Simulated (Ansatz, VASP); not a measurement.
One calculation of SnTe, two programs

The input INCAR:

```
PREC = Accurate
ENCUT = 520
EDIFF = 1E-7
ISMEAR = 0
SIGMA = 0.1
LREAL = F
LASPH = T
NELM = 80
ALGO = Normal
ISIF = 2
LWAVE = F
LCHARG = F
GGA = PE
NBANDS = 17
```

Contents of KPOINTS:

```
Automatic mesh
0
Gamma
  4 4 4
```

POSCAR

```
SnTe
1.0
    3.9047000400      0.0000000000      0.0000000000
    0.0000000000      3.9047000400      0.0000000000
    0.0000000000      0.0000000000      3.9047000400
Sn Te
1 1
Direct
    0.0000000000      0.0000000000      0.0000000000
    0.5000000000      0.5000000000      0.5000000000
```

Input for Ansatz:

```yaml
crystal:
  lattice:
    - [3.90470004, 0.0, 0.0]
    - [0.0, 3.90470004, 0.0]
    - [0.0, 0.0, 3.90470004]
  atoms:
    - { symbol: Sn, position: [0.0, 0.0, 0.0] }
    - { symbol: Te, position: [0.5, 0.5, 0.5] }
basis:
  ecutwfc: 420
kpoints:
  mp_grid: { grid: [4, 4, 4] }
hamiltonian:
  xc: pbe
scf:
  occupations: { method: gaussian, width: 0.1 }
  lower_state_search: "off"
output:
  forces: true
  stress: true
  eigenvalues: true
```

Alike in both runs: task single point; functional PBE; k mesh 4 × 4 × 4; occupations gaussian, width 0.1 eV; no spin polarisation.

|  | VASP | Ansatz |
| --- | --- | --- |
| version | VASP 6.6.1 | Ansatz 0.2.0 |
| potentials or method | VASP PAW PBE potentials, release 64 (Sn_d, Te), cutoff 520 eV | scalar-relativistic, plane waves, PAW |
| valence electrons in the cell | 20 | 30 |

```csv
,VASP,Ansatz,Ansatz less VASP
gap on the k mesh at the Fermi level (eV),none,none,-
pressure (GPa),-0.1,-0.1,+0.05
```

A gap of «none» marks a metal or a gap that the smearing closes. VASP's potentials hold 20 valence electrons a cell and Ansatz's 30, so a difference there can come from the potentials and not from the codes.

The k mesh is coarse, so the values compare programs but aren't converged. Spin-orbit coupling is off throughout.
